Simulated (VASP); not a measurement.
Input of a VASP 6.6.1 run:

INCAR

```
  PREC = Accurate
  ENCUT = 520
  EDIFF = 1E-6
  ISMEAR = 0
  SIGMA = 0.15
  LREAL = False
  LASPH = True
  NELM = 60
  ALGO = Fast
  ISIF = 2
  LWAVE = False
  LCHARG = True
  GGA = PS
  LELF = True
  LVHAR = True
  NBANDS = 14
```

File KPOINTS:

```
regular mesh
0
Gamma
  20 20 20
```

Contents of POSCAR:

```
TiH2
1.0
   -1.7242200000      1.7242200000      2.3041800000
    1.7242200000     -1.7242200000      2.3041800000
    1.7242200000      1.7242200000     -2.3041800000
Ti H
1 2
Direct
    0.0000000000      0.0000000000      0.0000000000
    0.7500000000      0.2500000000      0.5000000000
    0.2500000000      0.7500000000      0.5000000000
```

Potentials or basis: VASP PAW PBE potentials, release 64 (Ti_sv, H).

Launch:

```bash
$ cat potpaw_PBE.64/Ti_sv/POTCAR potpaw_PBE.64/H/POTCAR > POTCAR
$ mpirun -np 1 vasp_std > vasp.out
```

Task: Predict the band gap on the k mesh.

Result: Zero (bands 7 and 8 overlap by 0.48 eV).

Task: Predict the pressure.

Result: -24.1 GPa.

Stress tensor (GPa, compression positive):
```
-24.68   0.00   0.00
  0.00 -24.68   0.00
  0.00   0.00 -22.88
```

Caveat: the cell differs from its parent crystal (strain +0.080 along x and y, +0.080 along z); the cell stands under tension; the PAW data sets were made with another functional, which shifts forces and pressure a little.
